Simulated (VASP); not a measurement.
# PC18 in VASP: single point with PBE+D3(BJ)

Aim: the single point of PC18 with PBE+D3(BJ).

Everything below comes from runs of VASP 6.6.1. Logs are shortened: lines on timing, memory, paths and dates and some standing lists are left out, and cuts for length are marked.

## 1. The cell of the first run

The cell holds a slab with vacuum, 19 atoms: a = 7.398 Å, b = 7.398 Å, c = 12.000 Å, α = 90.00°, β = 90.00°, γ = 120.00°.

## 2. Single point, PBE+D3(BJ), collinear spin

INCAR

```
SYSTEM = PC18
PREC     = Accurate       ! precision mode
ENCUT    = 520            ! plane-wave cutoff, eV
EDIFF    = 1E-7           ! SCF threshold, eV
ISMEAR   = 0              ! smearing method
SIGMA    = 0.02           ! smearing width, eV
LREAL    = Auto         
LASPH    = .TRUE.         ! aspherical terms in the spheres
NELM     = 150            ! most SCF steps
ALGO     = Normal         ! electronic algorithm
ISIF     = 2              ! what is computed and relaxed
LWAVE    = .FALSE.        ! write WAVECAR
LCHARG   = .FALSE.        ! write CHGCAR
ISPIN    = 2              ! spin polarisation
MAGMOM   = 0 0 0 0 0 0 0 0 0 0 0 0 0 0 0 0 0 0 0.27 ! initial moments
LORBIT   = 11             ! projections on sites
GGA      = PE             ! functional
IVDW     = 12             ! dispersion correction
NBANDS   = 58             ! bands
```

KPOINTS

```
Automatic mesh
0
G
  2 2 1
  0 0 0
```

POSCAR

```
PC18
1.0
    7.3980000000      0.0000000000      0.0000000000
   -3.6990000000      6.4068560000      0.0000000000
    0.0000000000      0.0000000000     12.0000000000
C P
18 1
Direct
    0.0028219111      0.0065762365      0.0791650833
    0.2261652279      0.1165296988      0.0747228333
   -0.0003535380      0.3385986824      0.0886493333
    0.2255247872      0.4450501151      0.0962946667
    0.0029524626      0.6746664823      0.0747081667
    0.2224073330      0.7844953906      0.0812680000
    0.3363498049      0.0053016643      0.0774725000
    0.5587094885      0.1173508504      0.0821488333
    0.3397377920      0.3365488470      0.0769310833
    0.5588247606      0.4494948849      0.0758148333
    0.3337864022      0.6730450942      0.1021511667
    0.5599208426      0.7840533641      0.0902245000
    0.6693593831      0.0051661845      0.0863729167
    0.8904187155      0.1159653034      0.0849230833
    0.6697692524      0.3383946822      0.0778220000
    0.8916902128      0.4514201661      0.0800415000
    0.6691783227      0.6738056857      0.0804886667
    0.8914811171      0.7853274679      0.0759048333
    0.2187518164      0.4973211510      0.2548954167
```

Potentials or basis: VASP PAW PBE potentials, release 64 (C, P).

The run is started by

```
$ cat potpaw_PBE.64/C/POTCAR potpaw_PBE.64/P/POTCAR > POTCAR
$ mpirun -np 1 vasp_std > vasp.out
```

OUTCAR:

```text
SYSTEM = PC18
   PREC = Accurate
   ENCUT = 520
   EDIFF = 1E-7
   ISMEAR = 0
   LREAL = Auto
   LASPH = .TRUE.
   NELM = 150
   ISIF = 2
   ISPIN = 2
   LORBIT = 11
   GGA = PE
   IVDW = 12
 IVDW          = 12

 ion  position               nearest neighbor table
   1  0.003  0.007  0.079-  18 1.42  14 1.42   2 1.43
   2  0.226  0.117  0.075-   9 1.41   7 1.42   1 1.43
   3  1.000  0.339  0.089-  16 1.42  14 1.43   4 1.45  19 2.47
   4  0.226  0.445  0.096-   9 1.45   3 1.45  11 1.46  19 1.95
   5  0.003  0.675  0.075-   6 1.41  18 1.42  16 1.43
   6  0.222  0.784  0.081-   5 1.41   7 1.42  11 1.45
   7  0.336  0.005  0.077-   6 1.42   2 1.42   8 1.43
   8  0.559  0.117  0.082-  15 1.42   7 1.43  13 1.43
   9  0.340  0.337  0.077-  10 1.40   2 1.41   4 1.45
  10  0.559  0.449  0.076-   9 1.40  15 1.42  17 1.44
  11  0.334  0.673  0.102-   6 1.45  12 1.46   4 1.46  19 2.16
  12  0.560  0.784  0.090-  17 1.41  13 1.42  11 1.46
  13  0.669  0.005  0.086-  14 1.42  12 1.42   8 1.43
  14  0.890  0.116  0.085-  13 1.42   1 1.42   3 1.43
  15  0.670  0.338  0.078-   8 1.42  16 1.42  10 1.42
  16  0.892  0.451  0.080-   3 1.42  15 1.42   5 1.43
  17  0.669  0.674  0.080-  12 1.41  18 1.43  10 1.44
  18  0.891  0.785  0.076-   1 1.42   5 1.42  17 1.43
  19  0.219  0.497  0.255-   4 1.95  11 2.16   3 2.47

  LATTYP: Found a hexagonal cell.
 ALAT       =     7.3980000000
 C/A-ratio  =     1.6220600162

  Lattice vectors:

 A1 = (   7.3980000000,   0.0000000000,   0.0000000000)
 A2 = (  -3.6990000000,   6.4068560000,   0.0000000000)
 A3 = (   0.0000000000,   0.0000000000,  12.0000000000)

Analysis of symmetry for initial positions (statically):
=====================================================================
 Subroutine PRICEL returns:
 Original cell was already a primitive cell.

 Routine SETGRP: Setting up the symmetry group for a
 hexagonal supercell.

 Subroutine GETGRP returns: Found  1 space group operations
 (whereof  1 operations were pure point group operations)
 out of a pool of 24 trial point group operations.

The static configuration has the point symmetry C_1 .

Analysis of symmetry for dynamics (positions and initial velocities):
=====================================================================
 Subroutine PRICEL returns:
 Original cell was already a primitive cell.

 Routine SETGRP: Setting up the symmetry group for a
 hexagonal supercell.

 Subroutine GETGRP returns: Found  1 space group operations
[... 174 lines left out ...]
  ---------------------------------------------------
  ext. energy  EPLUGINS =         0.00000000
  ---------------------------------------------------
  free energy    TOTEN  =      -167.30930255 eV

  energy without entropy =     -167.30374311  energy(sigma->0) =     -167.30652283

 E-fermi :  -1.5947     XC(G=0):  -4.0945

 val. band max:       -1.5971643708   @ k =   0.5000   0.5000   0.0000
 cond. band min:      -1.5922915093   @ k =   0.0000   0.0000   0.0000
 fundamental gap:      0.0048728615
 Fermi energy:        -1.5947336493

 spin component 1

 k-point     1 :       0.0000    0.0000    0.0000
  band No.  band energies     occupation
      1     -21.2647      1.00000
      2     -19.1059      1.00000
      3     -18.6413      1.00000
      4     -18.6240      1.00000
      5     -18.5618      1.00000
      6     -18.5014      1.00000
[... 201 lines left out ...]
     49       3.9139      0.00000
     50       4.1492      0.00000
 Fermi energy:        -1.5947336493

 spin component 2

 k-point     1 :       0.0000    0.0000    0.0000
  band No.  band energies     occupation
      1     -21.2647      1.00000
      2     -19.1059      1.00000
      3     -18.6413      1.00000
      4     -18.6240      1.00000
      5     -18.5618      1.00000
      6     -18.5014      1.00000
[... 201 lines left out ...]
     49       3.9140      0.00000
     50       4.1490      0.00000
 [bands above 50 left out]

------------------------ aborting loop because EDIFF is reached ----------------------------------------

 Edisp (eV)   -1.80638

 E8    (eV) :    -0.5736

  FORCE on cell =-STRESS in cart. coord.  units (eV):
  Direction    XX          YY          ZZ          XY          YZ          ZX
  --------------------------------------------------------------------------------------
  -------------------------------------------------------------------------------------
  Total       4.54691     1.72070    -0.71920    -1.72157     1.09167     0.59175
  in kB      12.80814     4.84703    -2.02590    -4.84948     3.07511     1.66689
  external pressure =        5.21 kB  Pullay stress =        0.00 kB

 VOLUME and BASIS-vectors are now :
 -----------------------------------------------------------------------------
  energy-cutoff  :      520.00
  volume of cell :      568.78
      direct lattice vectors                 reciprocal lattice vectors
     7.398000000  0.000000000  0.000000000     0.135171668  0.078041398  0.000000000
    -3.699000000  6.406856000  0.000000000     0.000000000  0.156082796  0.000000000
     0.000000000  0.000000000 12.000000000     0.000000000  0.000000000  0.083333333

 POSITION                                       TOTAL-FORCE (eV/Angst)
 -----------------------------------------------------------------------------------
     -0.00345      0.04213      0.94998         0.045024      0.018246     -0.031637
      1.24213      0.74659      0.89667        -0.093875     -0.055371     -0.019706
      6.14291      2.16935      1.06379         0.176724      0.002471      0.040322
      0.02219      2.85137      1.15554        -0.110014     -0.088359     -0.030554
     -2.47375      4.32249      0.89650        -0.115279     -0.154361     -0.023319
     -1.25648      5.02615      0.97522        -0.016436     -0.094133      0.196070
[... 11 lines left out ...]
      3.69025      5.03148      0.91086        -0.011661     -0.047170      0.000846
     -0.22126      3.18627      3.05875         0.277533      0.542418     -0.298086
 -----------------------------------------------------------------------------------
    total drift:                                0.009140      0.028799     -0.006961

  FREE ENERGIE OF THE ION-ELECTRON SYSTEM (eV)
  ---------------------------------------------------
  free  energy   TOTEN  =      -169.1156832699 eV

  energy  without entropy=     -169.1101238360  energy(sigma->0) =     -169.11290355

 total charge

# of ion       s       p       d       tot
------------------------------------------
    1        0.862   1.783   0.000   2.645
    2        0.863   1.797   0.000   2.659
    3        0.864   1.757   0.000   2.622
    4        0.850   1.784   0.000   2.634
    5        0.860   1.798   0.000   2.659
    6        0.865   1.778   0.000   2.643
[... 11 lines left out ...]
   18        0.862   1.789   0.000   2.652
   19        1.131   1.275   0.000   2.405
--------------------------------------------------
tot         16.630  33.388   0.000  50.018

 magnetization (x)

# of ion       s       p       d       tot
------------------------------------------
    1        0.000   0.000   0.000   0.000
    2       -0.000   0.000   0.000   0.000
    3        0.000   0.000   0.000   0.000
    4       -0.000   0.000   0.000   0.000
    5        0.000   0.000   0.000   0.000
    6       -0.000   0.000   0.000   0.000
[... 11 lines left out ...]
   18       -0.000  -0.000   0.000  -0.000
   19        0.000   0.000   0.000   0.000
--------------------------------------------------
tot          0.000   0.000   0.000   0.000
```

OSZICAR:

```text
N       E                     dE             d eps       ncg     rms          rms(c)
DAV:   1     0.604411634994E+03    0.60441E+03   -0.30373E+04   928   0.105E+03
DAV:   2    -0.846602606811E+02   -0.68907E+03   -0.65408E+03  1364   0.256E+02
[... 25 lines left out ...]
DAV:  28    -0.167309286258E+03   -0.28518E-05   -0.70824E-06  1016   0.813E-03    0.133E-02
DAV:  29    -0.167309298047E+03   -0.11789E-04   -0.26630E-06  1104   0.472E-03    0.159E-02
DAV:  30    -0.167309300038E+03   -0.19909E-05   -0.36189E-06  1032   0.529E-03    0.330E-03
DAV:  31    -0.167309301824E+03   -0.17851E-05   -0.33011E-07  1048   0.219E-03    0.270E-03
DAV:  32    -0.167309302282E+03   -0.45899E-06   -0.63770E-08   776   0.755E-04    0.141E-03
DAV:  33    -0.167309302487E+03   -0.20456E-06   -0.23408E-08   768   0.562E-04    0.107E-03
DAV:  34    -0.167309302547E+03   -0.59666E-07   -0.20564E-08   720   0.572E-04
   1 F= -.16911568E+03 E0= -.16911290E+03  d E =-.555943E-02  mag=     0.0000
```

stdout:

```text
POSCAR found type information on POSCAR C P
 POSCAR found :  2 types and      19 ions
 scaLAPACK will be used
 LDA part: xc-table for (Slater+PW92), standard interpolation
 POSCAR, INCAR and KPOINTS ok, starting setup
 FFT: planning ... GRIDC
 FFT: planning ... GRID_SOFT
 FFT: planning ... GRID
 WAVECAR not read
 entering main loop
```

Wall time 25 min (1 thread of AMD EPYC 9755, shared host); peak memory 0.82 GiB.

What came out:

```yaml
Free_energy: -169.1157 eV
Largest_force: 0.678 eV/Å
Net_moment: 0.00 μB per cell
Valence_electrons_inside_the_program's_atomic_spheres: C 2.65, 2.66, 2.62, 2.63, 2.64, 2.59 (each value once); P 2.40
Dispersion_energy_per_atom: -0.095 eV
```

Forces on the atoms (eV/Å):
```
C    0.045  0.018 -0.032
C   -0.094 -0.055 -0.020
C    0.177  0.002  0.040
C   -0.110 -0.088 -0.031
C   -0.115 -0.154 -0.023
C   -0.016 -0.094  0.196
C    0.088  0.105  0.020
C   -0.114 -0.255 -0.009
C   -0.081  0.001  0.092
C    0.016  0.061  0.030
C    0.070 -0.092  0.257
C   -0.054 -0.034  0.118
C    0.034  0.015 -0.006
C   -0.061 -0.066 -0.114
C    0.134  0.217 -0.028
C   -0.285  0.021 -0.157
C    0.102 -0.096 -0.037
C   -0.012 -0.047  0.001
P    0.278  0.542 -0.298
```

Caveat: the k points lie up to 0.49 Å⁻¹ apart; there is no dipole correction, which matters where the two faces differ.
